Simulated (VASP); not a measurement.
Input of a VASP 6.6.1 run:

Contents of INCAR:

```
PREC = Accurate
ENCUT = 600
EDIFF = 1E-6
ISMEAR = 0
SIGMA = 0.05
LREAL = F
LASPH = T
NELM = 80
ALGO = Normal
ISIF = 4
LWAVE = F
LCHARG = F
GGA = PE
IBRION = 2
NSW = 60
EDIFFG = -0.01
```

File KPOINTS:

```
Automatic mesh
0
Gamma
  14 14 10
```

File POSCAR:

```
YbB2
1.0
    3.2695679519      0.0000000000      0.0000000000
   -1.6347839759      2.8315289057      0.0000000000
    0.0000000000      0.0000000000      3.9018477890
Yb B
1 2
Direct
    0.0000000000      0.0000000000      0.0000000000
    0.3333333333      0.6666666667      0.5000000000
    0.6666666667      0.3333333333      0.5000000000
```

Potentials or basis: VASP PAW PBE potentials, release 64 (Yb, B).

Run with:

```sh
$ cat potpaw_PBE.64/Yb/POTCAR potpaw_PBE.64/B/POTCAR > POTCAR
$ mpirun -np 1 vasp_std > vasp.out
```

Q: What does it give for the band gap on the k mesh?

A: Zero (bands 15 and 16 overlap by 1.21 eV).

Stress tensor (GPa, compression positive):
```
-5.41  0.00  0.00
 0.00 -5.41  0.00
 0.00  0.00 -5.59
```

Caveat: spin-orbit coupling is left out, which moves the levels of the heavy elements. Spin polarisation is off, so any magnetic state and its effect on volume and gap are missing.
